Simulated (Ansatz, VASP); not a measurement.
One calculation of MgO, two programs

File INCAR:

```
ALGO = Normal ; EDIFF = 1E-6
ENCUT = 840 ; GGA = PE
GGA_COMPAT = F ; ISIF = 2
ISMEAR = 0 ; LASPH = T
LCHARG = T ; LELF = T
LREAL = F ; LVHAR = T
LWAVE = F ; NBANDS = 15
NELM = 120 ; PREC = Accurate
SIGMA = 0.05
```

KPOINTS

```
k-points
0
Gamma
  9 9 9
```

Contents of POSCAR:

```
MgO
1.0
    0.0000000000      2.1610000000      2.1610000000
    2.1610000000      0.0000000000      2.1610000000
    2.1610000000      2.1610000000      0.0000000000
Mg O
1 1
Direct
    0.0000000000      0.0000000000      0.0000000000
    0.5000000000      0.5000000000      0.5000000000
```

Input for Ansatz:

```yaml
crystal:
  lattice:
    - [0.0, 2.161, 2.161]
    - [2.161, 0.0, 2.161]
    - [2.161, 2.161, 0.0]
  atoms:
    - { symbol: Mg, position: [0.0, 0.0, 0.0] }
    - { symbol: O, position: [0.5, 0.5, 0.5] }
hamiltonian:
  xc: pbe
  pseudopotentials: { kind: paw }
basis:
  ecutwfc: 420
kpoints:
  mp_grid: { grid: [9, 9, 9] }
scf:
  occupations: { method: gaussian, width: 0.05 }
  lower_state_search: "off"
  max_iter: 8
output:
  forces: true
  stress: true
```

Alike in both runs: task single point; functional PBE; k mesh 9 × 9 × 9; occupations gaussian, width 0.05 eV; no spin polarisation.

|  | VASP | Ansatz |
| --- | --- | --- |
| version | VASP 6.6.1 | Ansatz 0.2.0 |
| potentials or method | VASP PAW PBE potentials, release 64 (Mg_sv, O), cutoff 840 eV | PAW, plane waves, scalar-relativistic |
| valence electrons in the cell | 16 | 16 |

|  | VASP | Ansatz | Ansatz less VASP |
| --- | --- | --- | --- |
| pressure (GPa) | -6.5 | -6.5 | +0.03 |
